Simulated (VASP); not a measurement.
# Ta (Immm) in VASP: single point with LDA

Aim: the single point of Ta with LDA.

Program: VASP 6.6.1. These are calculated values, not measurements. Logs are shortened: lines on timing, memory, paths and dates and some standing lists are left out, and cuts for length are marked.

### Step 1. The cell of the first run

The structure is orthorhombic, space group Immm (No. 71). Conventional cell: a = 3.170 Å, b = 3.303 Å, c = 3.435 Å, α = 90.00°, β = 90.00°, γ = 90.00°. Ta (site symmetry mmm) has 14 Ta at 2.86 to 3.43 Å within 3.8 Å.

### Step 2. Single point, LDA (strain -0.0400 x Voigt [1, -1, 0, 0, 0, 0])

The input, INCAR:

```
SYSTEM = Ta
PREC = Accurate
ENCUT = 500
EDIFF = 1E-6
ISMEAR = 0
SIGMA = 0.2
LREAL = .FALSE.
LASPH = .TRUE.
NELM = 120
ALGO = Normal
ISIF = 2
LWAVE = .FALSE.
LCHARG = .TRUE.
LELF = .TRUE.
LVHAR = .TRUE.
NBANDS = 12
GGA_COMPAT = .FALSE.
```

The input, KPOINTS:

```
Automatic mesh
0
G
  20 20 20
  0 0 0
```

The input, POSCAR:

```
Ta
1.0
   -1.5852288000      1.7173312000      1.6512800000
    1.5852288000     -1.7173312000      1.6512800000
    1.5852288000      1.7173312000     -1.6512800000
Ta
1
Direct
    0.0000000000      0.0000000000      0.0000000000
```

Potentials or basis: VASP PAW LDA potentials, release 64 (Ta_pv).

Launch:

```console
cat potpaw_LDA.64/Ta_pv/POTCAR > POTCAR
mpirun -np 1 vasp_std > vasp.out
```

OUTCAR:

```text
SYSTEM = Ta
   PREC = Accurate
   ENCUT = 500
   EDIFF = 1E-6
   ISMEAR = 0
   LREAL = .FALSE.
   LASPH = .TRUE.
   NELM = 120
   ISIF = 2

 ion  position               nearest neighbor table
   1  0.000  0.000  0.000-

  LATTYP: Found a body centered orthorhombic cell.
 ALAT       =     3.1704576000
 B/A-ratio  =     1.0416666667
 C/A-ratio  =     1.0833333333

  Lattice vectors:

 A1 = (  -1.5852288000,  -1.7173312000,   1.6512800000)
 A2 = (   1.5852288000,  -1.7173312000,  -1.6512800000)
 A3 = (   1.5852288000,   1.7173312000,   1.6512800000)

Analysis of symmetry for initial positions (statically):
=====================================================================
 Subroutine PRICEL returns:
 Original cell was already a primitive cell.

 Routine SETGRP: Setting up the symmetry group for a
 body centered orthorhombic supercell.

 Subroutine GETGRP returns: Found  8 space group operations
 (whereof  8 operations were pure point group operations)
 out of a pool of  8 trial point group operations.

The static configuration has the point symmetry D_2h.

Analysis of symmetry for dynamics (positions and initial velocities):
=====================================================================
 Subroutine PRICEL returns:
 Original cell was already a primitive cell.

 Routine SETGRP: Setting up the symmetry group for a
 body centered orthorhombic supercell.

 Subroutine GETGRP returns: Found  8 space group operations
 (whereof  8 operations were pure point group operations)
 out of a pool of  8 trial point group operations.

The dynamic configuration has the point symmetry D_2h.

 Subroutine INISYM returns: Found  8 space group operations
 (whereof  8 operations are pure point group operations),
 and found     1 'primitive' translations

----------------------------------------------------------------------------------------

                                     Primitive cell

  volume of cell :      17.9815

  direct lattice vectors                    reciprocal lattice vectors
    -1.585228800  1.717331200  1.651280000     0.000000000  0.291149430  0.302795407
     1.585228800 -1.717331200  1.651280000     0.315411882  0.000000000  0.302795407
     1.585228800  1.717331200 -1.651280000     0.315411882  0.291149430  0.000000000

  length of vectors
     2.861625838  2.861625838  2.861625838     0.420063149  0.437229590  0.429246603

  position of ions in fractional coordinates (direct lattice)
     0.000000000  0.000000000  0.000000000

  ion indices of the primitive-cell ions
   primitive index   ion index
                 1           1

----------------------------------------------------------------------------------------

 KPOINTS: Automatic mesh

Automatic generation of k-mesh.
 Grid dimensions read from file:
 generate k-points for:   20   20   20

 Generating k-lattice:

  Cartesian coordinates                     Fractional coordinates (reciprocal lattice)
     0.000000000  0.014557471  0.015139770     0.050000000  0.000000000 -0.000000000
     0.015770594  0.000000000  0.015139770    -0.000000000  0.050000000  0.000000000
     0.015770594  0.014557471  0.000000000    -0.000000000  0.000000000  0.050000000

  Length of vectors
     0.021003157  0.021861479  0.021462330

  Shift w.r.t. Gamma in fractional coordinates (k-lattice)
     0.000000000  0.000000000  0.000000000

 Subroutine IBZKPT returns following result:
 ===========================================

 Found   1166 irreducible k-points:

 Following reciprocal coordinates:
            Coordinates               Weight
  0.000000  0.000000  0.000000      1.000000
  0.050000  0.000000 -0.000000      4.000000
  0.100000  0.000000 -0.000000      4.000000
  0.150000  0.000000  0.000000      4.000000
  0.200000  0.000000 -0.000000      4.000000
  0.250000  0.000000 -0.000000      4.000000
[... 16 lines left out ...]
 -0.450000  0.050000  0.000000      8.000000
 -0.400000  0.050000  0.000000      8.000000
 [... further k-points ...]
   k-points           NKPTS =   1166   k-points in BZ     NKDIM =   1166   number of bands    NBANDS=     12
   number of dos      NEDOS =    301   number of ions     NIONS =      1
   total plane-waves  NPLWV =  13824
   dimension x,y,z NGX =    24 NGY =   24 NGZ =   24
   dimension x,y,z NGXF=    48 NGYF=   48 NGZF=   48
   ions per type =               1
   NGX,Y,Z   is equivalent  to a cutoff of  13.94, 13.94, 13.94 a.u.
   NGXF,Y,Z  is equivalent  to a cutoff of  27.89, 27.89, 27.89 a.u.
 SYSTEM =  Ta
   PREC   = accura    normal or accurate (medium, high low for compatibility)
   ISTART =      0    job   : 0-new  1-cont  2-samecut
   ICHARG =      2    charge: 1-file 2-atom 10-const
   ISPIN  =      1    spin polarized calculation?
   LNONCOLLINEAR =      F non collinear calculations
   LSORBIT =      F    spin-orbit coupling
   LASPH  =      T    aspherical Exc in radial PAW
   ENCUT  =  500.0 eV  36.75 Ry    6.06 a.u.   5.22  5.22  5.22*2*pi/ulx,y,z
   NELM   =    120;   NELMIN=  2; NELMDL= -5     # of ELM steps
   EDIFF  = 0.1E-05   stopping-criterion for ELM
   LREAL  =      F    real-space projection
   EDIFFG = 0.1E-04   stopping-criterion for IOM
   NSW    =      0    number of steps for IOM
   IBRION =     -1    ionic relax: 0-MD 1-quasi-New 2-CG
   NFREE  =      0    steps in history (QN), initial steepest desc. (CG)
   ISIF   =      2    stress and relaxation
   ISYM   =      2    0-nonsym 1-usesym 2-fastsym
   POTIM  = 0.5000    time-step for ionic-motion
   TEBEG  =    0.0;   TEEND  =   0.0 temperature during run
   PSTRESS=    0.0 pullay stress
   NELECT =      11.0000    total number of electrons
   NUPDOWN=      -1.0000    fix difference up-down
   EMIN   =  10.00;   EMAX   =-10.00  energy-range for DOS
   EFERMI =   0.00;   METHOD = LEGACY
   ISMEAR =     0;   SIGMA  =   0.20  broadening in eV -4-tet -1-fermi 0-gaus
   EFERMI_NEDOS =   21; number of points for ismear=-14 and -15
   IALGO  =     38    algorithm
   IMIX   =      4    mixing-type and parameters
     AMIX     =   0.40;   BMIX     =  1.00
     AMIX_MAG =   1.60;   BMIX_MAG =  1.00
  volume/ion in A,a.u.               =      17.98       121.35
  Fermi-wavevector in a.u.,A,eV,Ry     =   1.389729  2.626207 26.277571  1.931347
  Thomas-Fermi vector in A             =   2.513732
   LORBIT       =      0    0 simple, 1 ext, 2 COOP (PROOUT), +10 PAW based schemes
   GGA     = CA    functional components
   LHFCALC =     F    Hartree Fock is set to
   AEXX    =    0.0000 exact exchange contribution
   IVDW    =     0    specifies the selected vdW correction
   LEPSILON=     F    determine dielectric tensor
   LRPA    =     F    only Hartree local field effects (RPA)
 non-spin polarized calculation
 Gauss-broadening in eV      SIGMA  =   0.20
  energy-cutoff  :      500.00
  volume of cell :       17.98
 maximum number of plane-waves:       467
 NGX is ok and might be reduce to    24
   NGX = 11   NGY = 11   NGZ = 11

 number of electron      11.0000000 magnetization

 Free energy of the ion-electron system (eV)
  ---------------------------------------------------
  ext. energy  EPLUGINS =         0.00000000
  ---------------------------------------------------
  free energy    TOTEN  =       -12.80379858 eV

  energy without entropy =      -12.77598560  energy(sigma->0) =      -12.78989209

 E-fermi :   5.4360     XC(G=0): -12.8035

 val. band max:        5.4326128866   @ k =  -0.1500  -0.4000   0.1000
 cond. band min:       5.4386213435   @ k =   0.4000  -0.3500   0.0500
 fundamental gap:      0.0060084569
 Fermi energy:         5.4360243010

 k-point     1 :       0.0000    0.0000    0.0000
  band No.  band energies     occupation
      1     -27.4827      2.00000
      2     -27.4795      2.00000
      3     -27.4682      2.00000
      4      -2.4350      2.00000
      5       5.6169      0.20083
      6       6.1660      0.00000
      7       6.6182      0.00000
      8       8.6982      0.00000
      9       9.8930      0.00000
     10      19.1089      0.00000
     11      19.8500      0.00000
     12      20.5108      0.00000

 k-point     2 :       0.0500    0.0000   -0.0000
  band No.  band energies     occupation
      1     -27.5134      2.00000
      2     -27.4805      2.00000
      3     -27.4769      2.00000
      4      -2.3264      2.00000
      5       5.6119      0.21358
      6       6.1787      0.00000
      7       6.6483      0.00000
      8       8.5963      0.00000
      9       9.8672      0.00000
     10      19.1089      0.00000
     11      20.0432      0.00000
     12      20.6960      0.00000

 k-point     3 :       0.1000    0.0000   -0.0000
  band No.  band energies     occupation
      1     -27.6060      2.00000
      2     -27.5022      2.00000
      3     -27.4789      2.00000
      4      -2.0100      2.00000
      5       5.5798      0.30939
      6       6.0971      0.00000
      7       6.8671      0.00000
      8       8.3568      0.00000
      9       9.8054      0.00000
     10      19.1086      0.00000
     11      20.4579      0.00000
     12      21.2676      0.00000

 k-point     4 :       0.1500    0.0000    0.0000
  band No.  band energies     occupation
      1     -27.7479      2.00000
      2     -27.5414      2.00000
      3     -27.4764      2.00000
      4      -1.5153      2.00000
      5       5.4815      0.74798
      6       5.8731      0.00200
      7       7.3451      0.00000
      8       8.1341      0.00000
      9       9.7367      0.00000
     10      19.1081      0.00000
     11      20.8141      0.00000
     12      22.0130      0.00000

 k-point     5 :       0.2000    0.0000   -0.0000
  band No.  band energies     occupation
      1     -27.9226      2.00000
      2     -27.5904      2.00000
      3     -27.4733      2.00000
      4      -0.8954      2.00000
      5       5.3102      1.62625
      6       5.5806      0.30656
      7       8.0318      0.00000
      8       8.0580      0.00000
      9       9.6867      0.00000
     10      19.1072      0.00000
     11      20.8214      0.00000
     12      22.2822      0.00000
[... 228 lines left out ...]
      1     -28.6735      2.00000
      2     -27.8230      2.00000
      3     -27.4719      2.00000
      4       1.0988      2.00000
      5       4.4001      2.00000
      6       6.6407      0.00000
      7       8.4746      0.00000
      8      10.0709      0.00000
      9      13.0530      0.00000
     10      16.8107      0.00000
     11      17.9135      0.00000
     12      19.1187      0.00000

 k-point    22 :       0.5000    0.0500    0.0000
  band No.  band energies     occupation
      1     -28.6727      2.00000
      2     -27.8232      2.00000
      3     -27.4712      2.00000
      4       1.0983      2.00000
      5       4.4027      2.00000
      6       6.6447      0.00000
      7       8.4552      0.00000
      8      10.0535      0.00000
      9      13.0638      0.00000
     10      16.8205      0.00000
     11      17.9396      0.00000
     12      19.1188      0.00000

 k-point    23 :      -0.4500    0.0500    0.0000
  band No.  band energies     occupation
      1     -28.6194      2.00000
      2     -27.8065      2.00000
      3     -27.4715      2.00000
      4       1.0686      2.00000
      5       4.4811      2.00000
      6       6.1778      0.00000
      7       8.5388      0.00000
      8       9.9473      0.00000
      9      12.5007      0.00000
     10      17.3038      0.00000
     11      18.3044      0.00000
     12      19.1214      0.00000

 k-point    24 :      -0.4000    0.0500    0.0000
  band No.  band energies     occupation
      1     -28.5179      2.00000
      2     -27.7742      2.00000
      3     -27.4728      2.00000
      4       0.9516      2.00000
      5       4.6309      2.00000
      6       5.5912      0.27266
      7       8.5458      0.00000
      8       9.8040      0.00000
      9      11.5856      0.00000
     10      18.0498      0.00000
     11      19.0214      0.00000
     12      19.1734      0.00000

 [... further k-points ...]
[... 5 lines left out ...]
  --------------------------------------------------------------------------------------
  -------------------------------------------------------------------------------------
  Total       -0.4043534     -1.2992131     -0.8170219      0.0000000      0.0000000      0.0000000
  in kB      -36.0283988   -115.7615253    -72.7976798      0.0000000      0.0000000      0.0000000
  external PRESSURE =     -74.8625347 kB  Pullay stress =       0.0000000 kB

 VOLUME and BASIS-vectors are now :
 -----------------------------------------------------------------------------
  energy-cutoff  :      500.00
  volume of cell :       17.98
      direct lattice vectors                 reciprocal lattice vectors
    -1.585228800  1.717331200  1.651280000     0.000000000  0.291149430  0.302795407
     1.585228800 -1.717331200  1.651280000     0.315411882  0.000000000  0.302795407
     1.585228800  1.717331200 -1.651280000     0.315411882  0.291149430  0.000000000

 POSITION                                       TOTAL-FORCE (eV/Angst)
 -----------------------------------------------------------------------------------
      0.00000      0.00000      0.00000        -0.000000      0.000000     -0.000000
 -----------------------------------------------------------------------------------
    total drift:                                0.000000      0.000000     -0.000000

  FREE ENERGIE OF THE ION-ELECTRON SYSTEM (eV)
  ---------------------------------------------------
  free  energy   TOTEN  =       -12.8037985811 eV

  energy  without entropy=      -12.7759855977  energy(sigma->0) =      -12.78989209
```

It took 54 s on 1 thread of Intel Xeon 6975P-C (Granite Rapids), shared host; peak memory 0.32 GiB.

Results:

| Quantity | Value |
| --- | --- |
| Free energy | -12.8038 eV |
| Pressure | -7.5 GPa |
| Band gap on the k mesh | zero (an odd number of electrons rules out a gap without spin polarisation) |

Caveat: the cell differs from its parent crystal (strain -0.0400 x Voigt [1, -1, 0, 0, 0, 0]); the cell stands under tension; spin-orbit coupling is left out, which moves the levels of the heavy elements.
